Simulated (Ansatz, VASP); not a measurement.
**Two plane-wave programs on Si3WC2**

```
Si W C
1.0
     2.80017   -4.31648    0.00000
     2.80017    4.31648    0.00000
     0.00000    0.00000    2.79804
Si W C
3 1 2
Direct
  0.00000 0.00000 0.00000
  0.50000 0.00000 0.50000
  0.00000 0.50000 0.50000
  0.50000 0.50000 0.00000
  0.24247 0.75753 0.00000
  0.75753 0.24247 0.00000
```

Change from the starting cell: species swapped into the NaH2Pd3 type (Cmmm, No. 65).

Alike in both runs: functional PBE; k mesh 4 × 4 × 6; occupations gaussian, width 0.1 eV; no spin polarisation.

Ansatz relaxed the structure, and its values are those at the end. VASP's run is a single point on that final structure, the one shown.

```csv
,VASP,Ansatz
version,VASP 6.6.1,Ansatz 0.2.0
potentials or method,"VASP PAW PBE potentials, release 64 (Si, W_sv, C), cutoff 520 eV","scalar-relativistic, plane waves, PAW"
valence electrons in the cell,34,34
```

|  | VASP | Ansatz | Ansatz less VASP |
| --- | --- | --- | --- |
| gap on the k mesh at the Fermi level (eV) | none | none | - |
| pressure (GPa) | 0.1 | -0.1 | -0.15 |
| rms of the force components (eV/Å) | 0.008 | 0.003 | -0.0049 |

A gap of «none» marks a metal or a gap that the smearing closes.

The k mesh is coarse, so the values compare programs but aren't converged. Spin-orbit coupling is off throughout.
